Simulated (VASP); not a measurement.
Write the native input for VASP 6.6.1 that does the following.

```yaml
Task: single point
Functional: PBE
Potentials_or_basis: VASP PAW PBE potentials, release 64 (Zn, Cu)
Cutoff: 520 eV
k_mesh: 18 × 18 × 18
Occupations: gaussian, width 0.15 eV
Spin: no spin polarisation
Dipole_correction: no
Further_INCAR_settings: ALGO = Fast; EDIFF = 1e-07; NBANDS = 18
```

The structure of ZnCu lies in POSCAR:

```
ZnCu
1.0
    2.6238288076      0.0000000000      0.0000000000
    0.0000000000      2.6238288076      0.0000000000
    0.0000000000      0.0000000000      3.7100939339
Zn Cu
1 1
Direct
    0.5000000000      0.5000000000      0.5000000000
    0.0000000000      0.0000000000      0.0000000000
```

This cell differs from its parent crystal: ratio of the length along z to the lengths across it x 1.414, volume and fractional coordinates fixed.

The input as run:

INCAR

```
PREC = Accurate ; ENCUT = 520
EDIFF = 1E-7 ; ISMEAR = 0
SIGMA = 0.15 ; LREAL = F
LASPH = T ; NELM = 60
ALGO = Fast ; ISIF = 2
LWAVE = F ; LCHARG = F
GGA = PE ; NBANDS = 18
```

KPOINTS

```
Automatic mesh
0
Gamma
  18 18 18
```

Potentials or basis: VASP PAW PBE potentials, release 64 (Zn, Cu).

Launch:

```sh
$ cat potpaw_PBE.64/Zn/POTCAR potpaw_PBE.64/Cu/POTCAR > POTCAR
$ mpirun -np 1 vasp_std > vasp.out
```

Results of the run:

```
Pressure               : 2.8 GPa
Band gap on the k mesh : zero (an odd number of electrons rules out a gap without spin polarisation)
```

Run time: 6.5 min on 1 thread of Oxide Virtual Turin-like Processor, with other jobs on the host, peak memory 0.33 GiB.
